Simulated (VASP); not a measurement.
# Eu3Si (Pm-3m) in VASP: notebook

Aim: see how the results for Eu3Si move with the level of theory and the settings. Levels: PBEsol, PBE. Tasks: single point.

All numbers are computed with VASP 6.6.1; they aren't measurements. Logs are shortened: lines on timing, memory, paths and dates and some standing lists are left out, and cuts for length are marked.

**1. The cell of the first run**

The structure is cubic, space group Pm-3m (No. 221). Conventional cell: a = 4.838 Å, b = 4.838 Å, c = 4.838 Å, α = 90.00°, β = 90.00°, γ = 90.00°. Within 4.5 Å of Eu (site symmetry 4/mmm) lie 8 Eu at 3.42 Å and 4 Si at 3.42 Å. Within 4.5 Å of Si (site symmetry m-3m) lie 12 Eu at 3.42 Å.

**2. Single point, PBEsol, collinear spin, ferromagnetic start**

INCAR reads:

```
ALGO = Normal
EDIFF = 1E-6
ENCUT = 520
GGA = PS
ISIF = 2
ISMEAR = 0
ISPIN = 2
LASPH = T
LCHARG = T
LELF = T
LMAXMIX = 6
LORBIT = 11
LREAL = F
LVHAR = T
LWAVE = F
MAGMOM = 7.69 7.69 7.69 0
NBANDS = 40
NELM = 150
PREC = Accurate
SIGMA = 0.05
```

KPOINTS reads:

```
k-points
0
Gamma
  8 8 8
```

POSCAR reads:

```
Eu3Si
1.0
    4.8379082843      0.0000000000      0.0000000000
    0.0000000000      4.8379082843      0.0000000000
    0.0000000000      0.0000000000      4.8379082843
Eu Si
3 1
Direct
    0.0000000000      0.5000000000      0.5000000000
    0.5000000000      0.5000000000      0.0000000000
    0.5000000000      0.0000000000      0.5000000000
    0.0000000000      0.0000000000      0.0000000000
```

Potentials or basis: VASP PAW PBE potentials, release 64 (Eu, Si).

Run with:

```bash
cat potpaw_PBE.64/Eu/POTCAR potpaw_PBE.64/Si/POTCAR > POTCAR
mpirun -np 1 vasp_std > vasp.out
```

OUTCAR:

```text
EDIFF = 1E-6
   ENCUT = 520
   GGA = PS
   ISIF = 2
   ISMEAR = 0
   ISPIN = 2
   LASPH = T
   LORBIT = 11
   LREAL = F
   NELM = 150
   PREC = Accurate

 ion  position               nearest neighbor table
   1  0.000  0.500  0.500-   2 3.42   3 3.42   2 3.42   3 3.42   2 3.42   3 3.42   2 3.42   3 3.42

   2  0.500  0.500  0.000-   1 3.42   3 3.42   1 3.42   3 3.42   3 3.42   3 3.42   1 3.42   1 3.42

   3  0.500  0.000  0.500-   1 3.42   2 3.42   2 3.42   1 3.42   2 3.42   2 3.42   1 3.42   1 3.42

   4  0.000  0.000  0.000-

  LATTYP: Found a simple cubic cell.
 ALAT       =     4.8379082843

  Lattice vectors:

 A1 = (   4.8379082843,   0.0000000000,   0.0000000000)
 A2 = (   0.0000000000,   4.8379082843,   0.0000000000)
 A3 = (   0.0000000000,   0.0000000000,   4.8379082843)

Analysis of symmetry for initial positions (statically):
=====================================================================
 Subroutine PRICEL returns:
 Original cell was already a primitive cell.

 Routine SETGRP: Setting up the symmetry group for a
 simple cubic supercell.

 Subroutine GETGRP returns: Found 48 space group operations
 (whereof 48 operations were pure point group operations)
 out of a pool of 48 trial point group operations.

The static configuration has the point symmetry O_h .

Analysis of symmetry for dynamics (positions and initial velocities):
=====================================================================
 Subroutine PRICEL returns:
 Original cell was already a primitive cell.

 Routine SETGRP: Setting up the symmetry group for a
 simple cubic supercell.

 Subroutine GETGRP returns: Found 48 space group operations
 (whereof 48 operations were pure point group operations)
 out of a pool of 48 trial point group operations.

The dynamic configuration has the point symmetry O_h .

Analysis of structural, dynamic, and magnetic symmetry:
=====================================================================
 Subroutine PRICEL returns:
 Original cell was already a primitive cell.

 Routine SETGRP: Setting up the symmetry group for a
 simple cubic supercell.

 Subroutine GETGRP returns: Found 48 space group operations
 (whereof 48 operations were pure point group operations)
 out of a pool of 48 trial point group operations.

The overall configuration has the point symmetry O_h .

 Subroutine INISYM returns: Found 48 space group operations
 (whereof 48 operations are pure point group operations),
 and found     1 'primitive' translations

----------------------------------------------------------------------------------------

                                     Primitive cell

  volume of cell :     113.2330

  direct lattice vectors                    reciprocal lattice vectors
     4.837908284  0.000000000  0.000000000     0.206700901  0.000000000  0.000000000
     0.000000000  4.837908284  0.000000000     0.000000000  0.206700901  0.000000000
     0.000000000  0.000000000  4.837908284     0.000000000  0.000000000  0.206700901

  length of vectors
     4.837908284  4.837908284  4.837908284     0.206700901  0.206700901  0.206700901

  position of ions in fractional coordinates (direct lattice)
     0.000000000  0.500000000  0.500000000
     0.500000000  0.500000000  0.000000000
     0.500000000  0.000000000  0.500000000
     0.000000000  0.000000000  0.000000000

  ion indices of the primitive-cell ions
   primitive index   ion index
                 1           1
                 2           2
                 3           3
                 4           4

----------------------------------------------------------------------------------------

 KPOINTS: k-points

Automatic generation of k-mesh.
 Grid dimensions read from file:
 generate k-points for:    8    8    8

 Generating k-lattice:

  Cartesian coordinates                     Fractional coordinates (reciprocal lattice)
     0.025837613  0.000000000  0.000000000     0.125000000  0.000000000  0.000000000
     0.000000000  0.025837613  0.000000000     0.000000000  0.125000000  0.000000000
     0.000000000  0.000000000  0.025837613     0.000000000  0.000000000  0.125000000

  Length of vectors
     0.025837613  0.025837613  0.025837613

  Shift w.r.t. Gamma in fractional coordinates (k-lattice)
     0.000000000  0.000000000  0.000000000

 Subroutine IBZKPT returns following result:
 ===========================================

 Found     35 irreducible k-points:

 Following reciprocal coordinates:
            Coordinates               Weight
  0.000000  0.000000  0.000000      1.000000
  0.125000  0.000000  0.000000      6.000000
  0.250000  0.000000  0.000000      6.000000
  0.375000  0.000000  0.000000      6.000000
  0.500000  0.000000  0.000000      3.000000
  0.125000  0.125000  0.000000     12.000000
[... 16 lines left out ...]
  0.375000  0.375000  0.125000     24.000000
  0.500000  0.375000  0.125000     24.000000
 [... further k-points ...]
   k-points           NKPTS =     35   k-points in BZ     NKDIM =     35   number of bands    NBANDS=     40
   number of dos      NEDOS =    301   number of ions     NIONS =      4
   total plane-waves  NPLWV =  46656
   dimension x,y,z NGX =    36 NGY =   36 NGZ =   36
   dimension x,y,z NGXF=    72 NGYF=   72 NGZF=   72
   ions per type =               3   1
   NGX,Y,Z   is equivalent  to a cutoff of  12.37, 12.37, 12.37 a.u.
   NGXF,Y,Z  is equivalent  to a cutoff of  24.74, 24.74, 24.74 a.u.
 SYSTEM =  unknown system
   PREC   = accura    normal or accurate (medium, high low for compatibility)
   ISTART =      0    job   : 0-new  1-cont  2-samecut
   ICHARG =      2    charge: 1-file 2-atom 10-const
   ISPIN  =      2    spin polarized calculation?
   LNONCOLLINEAR =      F non collinear calculations
   LSORBIT =      F    spin-orbit coupling
   LASPH  =      T    aspherical Exc in radial PAW
   ENCUT  =  520.0 eV  38.22 Ry    6.18 a.u.   9.00  9.00  9.00*2*pi/ulx,y,z
   NELM   =    150;   NELMIN=  2; NELMDL= -5     # of ELM steps
   EDIFF  = 0.1E-05   stopping-criterion for ELM
   LREAL  =      F    real-space projection
[... 7 lines left out ...]
   TEBEG  =    0.0;   TEEND  =   0.0 temperature during run
   PSTRESS=    0.0 pullay stress
   NELECT =      55.0000    total number of electrons
   NUPDOWN=      -1.0000    fix difference up-down
   EMIN   =  10.00;   EMAX   =-10.00  energy-range for DOS
   EFERMI =   0.00;   METHOD = LEGACY
   ISMEAR =     0;   SIGMA  =   0.05  broadening in eV -4-tet -1-fermi 0-gaus
   EFERMI_NEDOS =   21; number of points for ismear=-14 and -15
   IALGO  =     38    algorithm
   IMIX   =      4    mixing-type and parameters
     AMIX     =   0.40;   BMIX     =  1.00
     AMIX_MAG =   1.60;   BMIX_MAG =  1.00
  volume/ion in A,a.u.               =      28.31       191.03
  Fermi-wavevector in a.u.,A,eV,Ry     =   1.286880  2.431851 22.532071  1.656060
  Thomas-Fermi vector in A             =   2.418928
   LORBIT       =     11    0 simple, 1 ext, 2 COOP (PROOUT), +10 PAW based schemes
   GGA     = PS    functional components
   LHFCALC =     F    Hartree Fock is set to
   AEXX    =    0.0000 exact exchange contribution
   IVDW    =     0    specifies the selected vdW correction
   LEPSILON=     F    determine dielectric tensor
   LRPA    =     F    only Hartree local field effects (RPA)
 spin polarized calculation
 Gauss-broadening in eV      SIGMA  =   0.05
  energy-cutoff  :      520.00
  volume of cell :      113.23
 maximum number of plane-waves:      3112
 NGX is ok and might be reduce to    36
   NGX = 17   NGY = 17   NGZ = 17

 number of electron      54.9999993 magnetization      21.6581299

 Free energy of the ion-electron system (eV)
  ---------------------------------------------------
  ext. energy  EPLUGINS =         0.00000000
  ---------------------------------------------------
  free energy    TOTEN  =       -42.08291045 eV

  energy without entropy =      -42.07923083  energy(sigma->0) =      -42.08107064

 E-fermi :   3.5485     XC(G=0): -10.2005

 val. band max:        3.5416024957   @ k =   0.5000   0.2500   0.1250
 cond. band min:       3.5651091217   @ k =   0.2500   0.2500   0.0000
 fundamental gap:      0.0235066260
 Fermi energy:         3.5484658670

 spin component 1

 k-point     1 :       0.0000    0.0000    0.0000
  band No.  band energies     occupation
      1     -37.9374      1.00000
      2     -37.7657      1.00000
      3     -37.7657      1.00000
      4     -17.1566      1.00000
      5     -17.1566      1.00000
      6     -17.1566      1.00000
[... 31 lines left out ...]
     38       3.2687      1.00000
     39       3.2687      1.00000
[... 964 lines left out ...]
     38       3.3177      1.00000
     39       3.9139      0.00000

 [... further k-points ...]

 spin component 2

 k-point     1 :       0.0000    0.0000    0.0000
  band No.  band energies     occupation
      1     -34.8609      1.00000
      2     -34.6546      1.00000
      3     -34.6546      1.00000
      4     -14.9125      1.00000
      5     -14.9125      1.00000
      6     -14.9125      1.00000
[... 31 lines left out ...]
     38       7.9747      0.00000
     39       8.0770      0.00000
[... 964 lines left out ...]
     38       7.9723      0.00000
     39       8.0080      0.00000

 [... further k-points ...]

 [bands above 39 left out]

------------------------ aborting loop because EDIFF is reached ----------------------------------------

  FORCE on cell =-STRESS in cart. coord.  units (eV):
  Direction    XX          YY          ZZ          XY          YZ          ZX
  --------------------------------------------------------------------------------------
  -------------------------------------------------------------------------------------
  Total       -1.9713380     -1.9713380     -1.9713380      0.0000000      0.0000000      0.0000000
  in kB      -27.8932290    -27.8932290    -27.8932290      0.0000000      0.0000000      0.0000000
  external PRESSURE =     -27.8932290 kB  Pullay stress =       0.0000000 kB

 VOLUME and BASIS-vectors are now :
 -----------------------------------------------------------------------------
  energy-cutoff  :      520.00
  volume of cell :      113.23
      direct lattice vectors                 reciprocal lattice vectors
     4.837908284  0.000000000  0.000000000     0.206700901  0.000000000  0.000000000
     0.000000000  4.837908284  0.000000000     0.000000000  0.206700901  0.000000000
     0.000000000  0.000000000  4.837908284     0.000000000  0.000000000  0.206700901

 POSITION                                       TOTAL-FORCE (eV/Angst)
 -----------------------------------------------------------------------------------
      0.00000      2.41895      2.41895         0.000000      0.000000      0.000000
      2.41895      2.41895      0.00000         0.000000      0.000000      0.000000
      2.41895      0.00000      2.41895         0.000000      0.000000      0.000000
      0.00000      0.00000      0.00000         0.000000      0.000000      0.000000
 -----------------------------------------------------------------------------------
    total drift:                                0.000000      0.000000      0.000000

  FREE ENERGIE OF THE ION-ELECTRON SYSTEM (eV)
  ---------------------------------------------------
  free  energy   TOTEN  =       -42.0829104473 eV

  energy  without entropy=      -42.0792308278  energy(sigma->0) =      -42.08107064

 total charge

# of ion       s       p       d       f       tot
--------------------------------------------------
    1        2.070   5.676   0.461   6.566  14.773
    2        2.070   5.676   0.461   6.566  14.773
    3        2.070   5.676   0.461   6.566  14.773
    4        0.763   0.797   0.000   0.000   1.560
--------------------------------------------------
tot          6.973  17.824   1.383  19.698  45.877

 magnetization (x)

# of ion       s       p       d       f       tot
--------------------------------------------------
    1        0.011  -0.082   0.209   6.548   6.687
    2        0.011  -0.082   0.209   6.548   6.687
    3        0.011  -0.082   0.209   6.548   6.687
    4       -0.020  -0.083   0.000   0.000  -0.103
--------------------------------------------------
tot          0.014  -0.329   0.628  19.645  19.958
```

Wall time 18 min (1 thread of Intel Xeon 8259CL, shared host); peak memory 0.42 GiB.

Results:

- Free energy: -42.0829 eV
- Pressure: -2.8 GPa
- Net moment: 21.66 μB per cell
- Site moments: Eu +6.69; Si -0.10 μB
- Valence electrons inside the program's atomic spheres: Eu 14.77; Si 1.56

Caveat: the highest band is partly filled, so the run has too few bands; the PAW data sets were made with another functional, which shifts forces and pressure a little; spin-orbit coupling is left out, which moves the levels of the heavy elements; semilocal functionals describe open f shells poorly, which spoils levels, moments and volumes. The state reached can hang on the start; a lower one may exist.

**3. Single point, PBE, collinear spin, ferromagnetic start (29.44 Å³/atom)**

This run uses another cell than the first one, of 29.44 Å³/atom.

INCAR reads:

```
ALGO = Normal
EDIFF = 1E-7
ENCUT = 520
GGA = PE
ISIF = 2
ISMEAR = 0
ISPIN = 2
LASPH = T
LCHARG = F
LMAXMIX = 6
LORBIT = 11
LREAL = F
LWAVE = F
MAGMOM = 7.7 7.7 7.7 0
NBANDS = 40
NELM = 150
PREC = Accurate
SIGMA = 0.05
```

KPOINTS is that of step 2.

POSCAR reads:

```
Eu3Si
1.0
    4.9015722731      0.0000000000      0.0000000000
    0.0000000000      4.9015722731      0.0000000000
    0.0000000000      0.0000000000      4.9015722731
Eu Si
3 1
Direct
    0.0000000000      0.5000000000      0.5000000000
    0.5000000000      0.5000000000      0.0000000000
    0.5000000000      0.0000000000      0.5000000000
    0.0000000000      0.0000000000      0.0000000000
```

Potentials or basis: VASP PAW PBE potentials, release 64 (Eu, Si).

Run with:

```bash
cat potpaw_PBE.64/Eu/POTCAR potpaw_PBE.64/Si/POTCAR > POTCAR
mpirun -np 1 vasp_std > vasp.out
```

Wall time 27 min (1 thread of AMD EPYC 7R13, shared host); peak memory 0.39 GiB.

It converged, with:

| Property | Result |
| --- | --- |
| Free energy | -40.7402 eV |
| Pressure | -1.4 GPa |
| Net moment | 21.66 μB per cell |
| Site moments | Eu +6.68; Si -0.11 μB |
| Valence electrons inside the program's atomic spheres | Eu 14.80; Si 1.56 |

Levels at points of the mesh, in eV from the Fermi level:
Spin up:
```tsv
k point	band 34	band 35	band 36	band 37	band 38	band 39	band 40
(0.00, 0.00, 0.00)	-0.36	-0.36	-0.32	-0.32	-0.30	-0.30	-0.30
(0.50, 0.00, 0.00)	-0.36	-0.36	-0.32	-0.24	-0.24	0.22	0.79
(0.50, 0.50, 0.00)	-0.33	-0.33	-0.31	-0.28	-0.27	0.61	0.62
(0.50, 0.50, 0.50)	-0.31	-0.31	-0.31	-0.29	-0.16	-0.16	-0.16
```
Spin down:
```csv
k point,band 15,band 16,band 17,band 18,band 19,band 20
"(0.00, 0.00, 0.00)",-0.09,-0.09,0.07,0.07,0.07,0.59
"(0.50, 0.00, 0.00)",-0.84,-0.84,-0.59,1.20,1.46,2.38
"(0.50, 0.50, 0.00)",-1.89,-1.33,0.60,1.42,1.42,1.99
"(0.50, 0.50, 0.50)",-0.66,-0.66,-0.33,-0.33,-0.33,2.75
```

Caveat: the highest band is partly filled, so the run has too few bands; spin-orbit coupling is left out, which moves the levels of the heavy elements; semilocal functionals describe open f shells poorly, which spoils levels, moments and volumes. The state reached can hang on the start; a lower one may exist.
